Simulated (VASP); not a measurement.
# Cu5Ni (P-3m1) in VASP: notebook

Runs on Cu5Ni. Level: PBE. Tasks: single point.

All numbers are computed with VASP 6.6.1; they aren't measurements. Logs are shortened: lines on timing, memory, paths and dates and some standing lists are left out, and cuts for length are marked.

## (1) The cell of the first run

The structure is trigonal, space group P-3m1 (No. 164). Conventional cell: a = 2.524 Å, b = 2.524 Å, c = 12.368 Å, α = 90.00°, β = 90.00°, γ = 120.00°. Within 3.3 Å of Cu (site symmetry 3m) lie 3 Ni at 2.50 Å and 9 Cu at 2.52 to 2.54 Å. Within 3.3 Å of Cu (site symmetry 3m) lie 12 Cu at 2.52 to 2.54 Å. Cu (site symmetry -3m) has 12 Cu at 2.52 to 2.54 Å within 3.3 Å. Ni (site symmetry -3m) has 6 Cu at 2.50 Å and 6 Ni at 2.52 Å within 3.3 Å.

## (2) Single point, PBE (volume scaled by 0.97, then relaxed in part)

INCAR

```
ALGO = Fast
EDIFF = 1E-6
ENCUT = 520
GGA = PE
ISIF = 2
ISMEAR = 0
LASPH = True
LCHARG = True
LELF = True
LREAL = False
LVHAR = True
LWAVE = False
NBANDS = 42
NELM = 60
PREC = Accurate
SIGMA = 0.1
```

KPOINTS

```
k-points
0
Gamma
  18 18 4
```

POSCAR

```
Cu5Ni
1.0
    2.5240405782      0.0000000000      0.0000000000
   -1.2620202891      2.1858832609      0.0000000000
    0.0000000000      0.0000000000     12.3683359534
Cu Ni
5 1
Direct
    0.3333333333      0.6666666667      0.8359257964
    0.6666666667      0.3333333333      0.6679532067
    0.0000000000      0.0000000000      0.5000000000
    0.3333333333      0.6666666667      0.3320467933
    0.6666666667      0.3333333333      0.1640742036
    0.0000000000      0.0000000000      0.0000000000
```

Potentials or basis: VASP PAW PBE potentials, release 64 (Cu, Ni).

On the command line:

```sh
$ cat potpaw_PBE.64/Cu/POTCAR potpaw_PBE.64/Ni/POTCAR > POTCAR
$ mpirun -np 1 vasp_std > vasp.out
```

OUTCAR:

```text
EDIFF = 1E-6
   ENCUT = 520
   GGA = PE
   ISIF = 2
   ISMEAR = 0
   LASPH = True
   LREAL = False
   NELM = 60
   PREC = Accurate

 ion  position               nearest neighbor table
   1  0.333  0.667  0.836-   6 2.50   6 2.50   6 2.50   2 2.54   2 2.54   2 2.54
   2  0.667  0.333  0.668-   3 2.54   3 2.54   3 2.54   1 2.54   1 2.54   1 2.54
   3  0.000  0.000  0.500-   2 2.54   4 2.54   4 2.54   2 2.54   2 2.54   4 2.54
   4  0.333  0.667  0.332-   3 2.54   3 2.54   3 2.54   5 2.54   5 2.54   5 2.54
   5  0.667  0.333  0.164-   6 2.50   6 2.50   6 2.50   4 2.54   4 2.54   4 2.54
   6  0.000  0.000  0.000-   1 2.50   5 2.50   1 2.50   5 2.50   5 2.50   1 2.50

  LATTYP: Found a hexagonal cell.
 ALAT       =     2.5240405782
 C/A-ratio  =     4.9002128017

  Lattice vectors:

 A1 = (   2.5240405782,   0.0000000000,   0.0000000000)
 A2 = (  -1.2620202891,   2.1858832609,   0.0000000000)
 A3 = (   0.0000000000,   0.0000000000,  12.3683359534)

Analysis of symmetry for initial positions (statically):
=====================================================================
 Subroutine PRICEL returns:
 Original cell was already a primitive cell.

 Routine SETGRP: Setting up the symmetry group for a
 hexagonal supercell.

 Subroutine GETGRP returns: Found 12 space group operations
 (whereof 12 operations were pure point group operations)
 out of a pool of 24 trial point group operations.

The static configuration has the point symmetry D_3d.

Analysis of symmetry for dynamics (positions and initial velocities):
=====================================================================
 Subroutine PRICEL returns:
 Original cell was already a primitive cell.

 Routine SETGRP: Setting up the symmetry group for a
 hexagonal supercell.

 Subroutine GETGRP returns: Found 12 space group operations
 (whereof 12 operations were pure point group operations)
 out of a pool of 24 trial point group operations.

The dynamic configuration has the point symmetry D_3d.

 Subroutine INISYM returns: Found 12 space group operations
 (whereof 12 operations are pure point group operations),
 and found     1 'primitive' translations

----------------------------------------------------------------------------------------

                                     Primitive cell

  volume of cell :      68.2393

  direct lattice vectors                    reciprocal lattice vectors
     2.524040578  0.000000000  0.000000000     0.396190144  0.228740486  0.000000000
    -1.262020289  2.185883261  0.000000000     0.000000000  0.457480973  0.000000000
     0.000000000  0.000000000 12.368335953     0.000000000  0.000000000  0.080851620

  length of vectors
     2.524040578  2.524040578 12.368335953     0.457480973  0.457480973  0.080851620

  position of ions in fractional coordinates (direct lattice)
     0.333333333  0.666666667  0.835925796
     0.666666667  0.333333333  0.667953207
     0.000000000  0.000000000  0.500000000
     0.333333333  0.666666667  0.332046793
     0.666666667  0.333333333  0.164074204
     0.000000000  0.000000000  0.000000000

  ion indices of the primitive-cell ions
   primitive index   ion index
                 1           1
                 2           2
                 3           3
                 4           4
                 5           5
                 6           6

----------------------------------------------------------------------------------------

 KPOINTS: k-points

Automatic generation of k-mesh.
 Grid dimensions read from file:
 generate k-points for:   18   18    4

 Generating k-lattice:

  Cartesian coordinates                     Fractional coordinates (reciprocal lattice)
     0.022010564  0.012707805  0.000000000     0.055555556  0.000000000  0.000000000
     0.000000000  0.025415610  0.000000000     0.000000000  0.055555556  0.000000000
     0.000000000  0.000000000  0.020212905     0.000000000  0.000000000  0.250000000

  Length of vectors
     0.025415610  0.025415610  0.020212905

  Shift w.r.t. Gamma in fractional coordinates (k-lattice)
     0.000000000  0.000000000  0.000000000

 Subroutine IBZKPT returns following result:
 ===========================================

 Found    138 irreducible k-points:

 Following reciprocal coordinates:
            Coordinates               Weight
  0.000000  0.000000  0.000000      1.000000
  0.055556  0.000000  0.000000      6.000000
  0.111111  0.000000  0.000000      6.000000
  0.166667 -0.000000  0.000000      6.000000
  0.222222  0.000000  0.000000      6.000000
  0.277778  0.000000  0.000000      6.000000
[... 16 lines left out ...]
  0.333333  0.111111  0.000000     12.000000
  0.388889  0.111111  0.000000     12.000000
 [... further k-points ...]
   k-points           NKPTS =    138   k-points in BZ     NKDIM =    138   number of bands    NBANDS=     42
   number of dos      NEDOS =    301   number of ions     NIONS =      6
   total plane-waves  NPLWV =  38400
   dimension x,y,z NGX =    20 NGY =   20 NGZ =   96
   dimension x,y,z NGXF=    40 NGYF=   40 NGZF=  192
   ions per type =               5   1
   NGX,Y,Z   is equivalent  to a cutoff of  13.17, 13.17, 12.90 a.u.
   NGXF,Y,Z  is equivalent  to a cutoff of  26.35, 26.35, 25.81 a.u.
 SYSTEM =  unknown system
   PREC   = accura    normal or accurate (medium, high low for compatibility)
   ISTART =      0    job   : 0-new  1-cont  2-samecut
   ICHARG =      2    charge: 1-file 2-atom 10-const
   ISPIN  =      1    spin polarized calculation?
   LNONCOLLINEAR =      F non collinear calculations
   LSORBIT =      F    spin-orbit coupling
   LASPH  =      T    aspherical Exc in radial PAW
   ENCUT  =  520.0 eV  38.22 Ry    6.18 a.u.   4.69  4.69 23.00*2*pi/ulx,y,z
   NELM   =     60;   NELMIN=  2; NELMDL= -5     # of ELM steps
   EDIFF  = 0.1E-05   stopping-criterion for ELM
   LREAL  =      F    real-space projection
   EDIFFG = 0.1E-04   stopping-criterion for IOM
   NSW    =      0    number of steps for IOM
   IBRION =     -1    ionic relax: 0-MD 1-quasi-New 2-CG
   NFREE  =      0    steps in history (QN), initial steepest desc. (CG)
   ISIF   =      2    stress and relaxation
   ISYM   =      2    0-nonsym 1-usesym 2-fastsym
   POTIM  = 0.5000    time-step for ionic-motion
   TEBEG  =    0.0;   TEEND  =   0.0 temperature during run
   PSTRESS=    0.0 pullay stress
   NELECT =      65.0000    total number of electrons
   NUPDOWN=      -1.0000    fix difference up-down
   EMIN   =  10.00;   EMAX   =-10.00  energy-range for DOS
   EFERMI =   0.00;   METHOD = LEGACY
   ISMEAR =     0;   SIGMA  =   0.10  broadening in eV -4-tet -1-fermi 0-gaus
   EFERMI_NEDOS =   21; number of points for ismear=-14 and -15
   IALGO  =     68    algorithm
   IMIX   =      4    mixing-type and parameters
     AMIX     =   0.40;   BMIX     =  1.00
     AMIX_MAG =   1.60;   BMIX_MAG =  1.00
  volume/ion in A,a.u.               =      11.37        76.75
  Fermi-wavevector in a.u.,A,eV,Ry     =   1.610773  3.043920 35.301549  2.594591
  Thomas-Fermi vector in A             =   2.706270
   LORBIT       =      0    0 simple, 1 ext, 2 COOP (PROOUT), +10 PAW based schemes
   GGA     = PE    functional components
   LHFCALC =     F    Hartree Fock is set to
   AEXX    =    0.0000 exact exchange contribution
   IVDW    =     0    specifies the selected vdW correction
   LEPSILON=     F    determine dielectric tensor
   LRPA    =     F    only Hartree local field effects (RPA)
 non-spin polarized calculation
 RMM-DIIS sequential band-by-band and
 Gauss-broadening in eV      SIGMA  =   0.10
  energy-cutoff  :      520.00
  volume of cell :       68.24
 maximum number of plane-waves:      1869
 NGX is ok and might be reduce to    20
   NGX =  9   NGY =  9   NGZ = 45

 number of electron      64.9999988 magnetization

 Free energy of the ion-electron system (eV)
  ---------------------------------------------------
  ext. energy  EPLUGINS =         0.00000000
  ---------------------------------------------------
  free energy    TOTEN  =       -24.06233037 eV

  energy without entropy =      -24.04853733  energy(sigma->0) =      -24.05543385

 E-fermi :   8.0848     XC(G=0): -12.9512

 val. band max:        8.0845604715   @ k =   0.2778   0.1111   0.5000
 cond. band min:       8.0964764637   @ k =   0.0556   0.0556   0.5000
 fundamental gap:      0.0119159923
 Fermi energy:         8.0848031444

 k-point     1 :       0.0000    0.0000    0.0000
  band No.  band energies     occupation
      1      -1.3498      2.00000
      2      -0.4116      2.00000
      3      -0.1763      2.00000
      4       2.0247      2.00000
      5       2.2025      2.00000
      6       3.0752      2.00000
[... 34 lines left out ...]
     41      25.4272      0.00000
     42      30.1129      0.00000

 k-point     2 :       0.0556    0.0000    0.0000
  band No.  band energies     occupation
      1      -1.2469      2.00000
      2      -0.3132      2.00000
      3      -0.0780      2.00000
      4       2.1077      2.00000
      5       2.2821      2.00000
      6       3.1374      2.00000
[... 34 lines left out ...]
     41      25.5032      0.00000
     42      28.5117      0.00000

 k-point     3 :       0.1111    0.0000    0.0000
  band No.  band energies     occupation
      1      -0.9413      2.00000
      2      -0.0225      2.00000
      3       0.2123      2.00000
      4       2.3462      2.00000
      5       2.5094      2.00000
      6       3.3129      2.00000
[... 34 lines left out ...]
     41      25.6919      0.00000
     42      26.4255      0.00000

 k-point     4 :       0.1667   -0.0000    0.0000
  band No.  band energies     occupation
      1      -0.4434      2.00000
      2       0.4454      2.00000
      3       0.6781      2.00000
      4       2.7010      2.00000
      5       2.8472      2.00000
      6       3.5633      2.00000
[... 844 lines left out ...]
     41      19.4913      0.00000
     42      19.8218      0.00000

 k-point    23 :       0.3333    0.1111    0.0000
  band No.  band energies     occupation
      1       2.8080      2.00000
      2       3.0103      2.00000
      3       3.1870      2.00000
      4       3.4312      2.00000
      5       3.7797      2.00000
      6       3.8255      2.00000
[... 34 lines left out ...]
     41      17.3956      0.00000
     42      18.0158      0.00000

 k-point    24 :       0.3889    0.1111    0.0000
  band No.  band energies     occupation
      1       3.0966      2.00000
      2       3.2770      2.00000
      3       3.3392      2.00000
      4       3.5097      2.00000
      5       3.7010      2.00000
      6       3.7246      2.00000
[... 34 lines left out ...]
     41      16.4430      0.00000
     42      17.4806      0.00000

 [... further k-points ...]
[... 5 lines left out ...]
  --------------------------------------------------------------------------------------
  -------------------------------------------------------------------------------------
  Total        2.2904145      2.2904145      2.2669355      0.0000000     -0.0000000      0.0000000
  in kB       53.7761991     53.7761991     53.2249383      0.0000000     -0.0000000      0.0000000
  external PRESSURE =      53.5924455 kB  Pullay stress =       0.0000000 kB

 VOLUME and BASIS-vectors are now :
 -----------------------------------------------------------------------------
  energy-cutoff  :      520.00
  volume of cell :       68.24
      direct lattice vectors                 reciprocal lattice vectors
     2.524040578  0.000000000  0.000000000     0.396190144  0.228740486  0.000000000
    -1.262020289  2.185883261  0.000000000     0.000000000  0.457480973  0.000000000
     0.000000000  0.000000000 12.368335953     0.000000000  0.000000000  0.080851620

 POSITION                                       TOTAL-FORCE (eV/Angst)
 -----------------------------------------------------------------------------------
     -0.00000      1.45726     10.33901         0.000000      0.000000      0.010778
      1.26202      0.72863      8.26147         0.000000      0.000000     -0.000603
      0.00000      0.00000      6.18417        -0.000000      0.000000      0.000000
     -0.00000      1.45726      4.10687        -0.000000      0.000000      0.000603
      1.26202      0.72863      2.02932        -0.000000      0.000000     -0.010778
      0.00000      0.00000      0.00000        -0.000000      0.000000      0.000000
 -----------------------------------------------------------------------------------
    total drift:                                0.000000     -0.000000      0.000000

  FREE ENERGIE OF THE ION-ELECTRON SYSTEM (eV)
  ---------------------------------------------------
  free  energy   TOTEN  =       -24.0623303659 eV

  energy  without entropy=      -24.0485373309  energy(sigma->0) =      -24.05543385
```

It took 8.8 min on 1 thread of Intel Xeon 6975P-C, shared host; peak memory 0.43 GiB.

What came out:

```yaml
Free_energy: -24.0623 eV
Pressure: 5.4 GPa
Largest_force: 0.011 eV/Å
```

Forces in eV/Å, atoms in the order of the input:
```
Cu   0.000  0.000  0.011
Cu   0.000  0.000 -0.001
Cu   0.000  0.000  0.000
Cu   0.000  0.000  0.001
Cu   0.000  0.000 -0.011
Ni   0.000  0.000  0.000
```

Caveat: the cell differs from its parent crystal (volume scaled by 0.97, then relaxed in part).

## (3) Single point, PBE

This run uses another cell than the first one, of 11.72 Å³/atom, 1.031 times its volume.

INCAR

```
PREC = Accurate ; ENCUT = 520
EDIFF = 1E-6 ; ISMEAR = 0
SIGMA = 0.1 ; LREAL = F
LASPH = T ; NELM = 80
ALGO = Fast ; ISIF = 2
LWAVE = F ; LCHARG = T
GGA = PE ; LELF = T
LVHAR = T ; NBANDS = 42
```

KPOINTS

```
Automatic mesh
0
Gamma
  18 18 4
```

POSCAR

```
Cu5Ni
1.0
    2.5496813028      0.0000000000      0.0000000000
   -1.2748406514      2.2080887798      0.0000000000
    0.0000000000      0.0000000000     12.4956946991
Cu Ni
5 1
Direct
    0.3333333333      0.6666666667      0.8362112949
    0.6666666667      0.3333333333      0.6680890571
    0.0000000000      0.0000000000      0.5000000000
    0.3333333333      0.6666666667      0.3319109429
    0.6666666667      0.3333333333      0.1637887051
    0.0000000000      0.0000000000      0.0000000000
```

Potentials or basis: VASP PAW PBE potentials, release 64 (Cu, Ni).

On the command line:

```sh
$ cat potpaw_PBE.64/Cu/POTCAR potpaw_PBE.64/Ni/POTCAR > POTCAR
$ mpirun -np 1 vasp_std > vasp.out
```

OUTCAR:

```text
PREC = Accurate
   ENCUT = 520
   EDIFF = 1E-6
   ISMEAR = 0
   LREAL = F
   LASPH = T
   NELM = 80
   ISIF = 2
   GGA = PE

 ion  position               nearest neighbor table
   1  0.333  0.667  0.836-   6 2.52   6 2.52   6 2.52   2 2.57   2 2.57   2 2.57
   2  0.667  0.333  0.668-   3 2.56   3 2.56   3 2.56   1 2.57   1 2.57   1 2.57
   3  0.000  0.000  0.500-   2 2.56   4 2.56   2 2.56   4 2.56   2 2.56   4 2.56
   4  0.333  0.667  0.332-   3 2.56   3 2.56   3 2.56   5 2.57   5 2.57   5 2.57
   5  0.667  0.333  0.164-   6 2.52   6 2.52   6 2.52   4 2.57   4 2.57   4 2.57
   6  0.000  0.000  0.000-   1 2.52   5 2.52   5 2.52   1 2.52   5 2.52   1 2.52
[... 1289 lines left out ...]
  Total        0.2302247      0.2302247      0.1989279      0.0000000     -0.0000000     -0.0000000
  in kB        5.2432389      5.2432389      4.5304728      0.0000000     -0.0000000     -0.0000000
  external PRESSURE =       5.0056502 kB  Pullay stress =       0.0000000 kB

 VOLUME and BASIS-vectors are now :
 -----------------------------------------------------------------------------
  energy-cutoff  :      520.00
  volume of cell :       70.35
      direct lattice vectors                 reciprocal lattice vectors
     2.549681303  0.000000000  0.000000000     0.392205880  0.226440171  0.000000000
    -1.274840651  2.208088780  0.000000000     0.000000000  0.452880341  0.000000000
     0.000000000  0.000000000 12.495694699     0.000000000  0.000000000  0.080027563

 POSITION                                       TOTAL-FORCE (eV/Angst)
 -----------------------------------------------------------------------------------
     -0.00000      1.47206     10.44904        -0.000000      0.000000      0.010117
      1.27484      0.73603      8.34824         0.000000      0.000000     -0.001394
      0.00000      0.00000      6.24785        -0.000000      0.000000      0.000000
     -0.00000      1.47206      4.14746         0.000000     -0.000000      0.001394
      1.27484      0.73603      2.04665         0.000000     -0.000000     -0.010117
      0.00000      0.00000      0.00000        -0.000000      0.000000      0.000000
 -----------------------------------------------------------------------------------
    total drift:                                0.000000     -0.000000      0.000000

  FREE ENERGIE OF THE ION-ELECTRON SYSTEM (eV)
  ---------------------------------------------------
  free  energy   TOTEN  =       -24.1012584675 eV

  energy  without entropy=      -24.0871187197  energy(sigma->0) =      -24.09418859
```

OSZICAR:

```text
N       E                     dE             d eps       ncg     rms          rms(c)
DAV:   1     0.545093042065E+03    0.54509E+03   -0.27554E+04 11912   0.265E+03
[... 13 lines left out ...]
RMM:  15    -0.241018546510E+02    0.23091E-02   -0.18003E-03 13719   0.382E-01    0.336E-01
RMM:  16    -0.241013178774E+02    0.53677E-03   -0.21594E-03 13185   0.394E-01    0.135E-01
RMM:  17    -0.241012569333E+02    0.60944E-04   -0.33199E-04 15090   0.163E-01    0.293E-02
RMM:  18    -0.241012576636E+02   -0.73031E-06   -0.89417E-05 16047   0.611E-02    0.113E-02
RMM:  19    -0.241012580524E+02   -0.38881E-06   -0.20939E-05 14415   0.261E-02    0.608E-03
RMM:  20    -0.241012591664E+02   -0.11141E-05   -0.41149E-06  9665   0.157E-02    0.119E-02
RMM:  21    -0.241012584675E+02    0.69898E-06   -0.22831E-06  7758   0.141E-02
   1 F= -.24101258E+02 E0= -.24094189E+02  d E =-.141397E-01
```

stdout:

```text
POSCAR found type information on POSCAR CuNi
 POSCAR found :  2 types and       6 ions
 scaLAPACK will be used
 LDA part: xc-table for (Slater+PW92), standard interpolation
 POSCAR, INCAR and KPOINTS ok, starting setup
 FFT: planning ... GRIDC
 FFT: planning ... GRID_SOFT
 FFT: planning ... GRID
 WAVECAR not read
 entering main loop
WARNING in EDDRMM: call to ZHEGV failed, returncode =   8  4     42
```

It took 8.3 min on 1 thread of Intel Xeon 6975P-C, shared host; peak memory 0.43 GiB.

What came out:

```yaml
Free_energy: -24.1013 eV
Pressure: 0.5 GPa
Largest_force: 0.010 eV/Å
```

Forces in eV/Å, atoms in the order of the input:
```
Cu   0.000  0.000  0.010
Cu   0.000  0.000 -0.001
Cu   0.000  0.000  0.000
Cu   0.000  0.000  0.001
Cu   0.000  0.000 -0.010
Ni   0.000  0.000  0.000
```

Levels at points of the mesh, in eV from the Fermi level:
```csv
k point,band 30,band 31,band 32,band 33,band 34,band 35,band 36,band 37
"(0.00, 0.00, 0.00)",-1.71,-1.71,-1.30,-1.30,-0.77,-0.38,-0.38,4.12
"(0.50, 0.00, 0.00)",-0.55,0.06,0.67,0.80,1.38,1.76,1.87,4.07
"(0.00, 0.00, 0.50)",-1.67,-1.65,-1.59,-1.30,-1.30,-0.38,-0.38,5.44
"(0.50, 0.00, 0.50)",-0.05,0.02,0.06,1.12,1.27,1.81,1.84,4.15
```
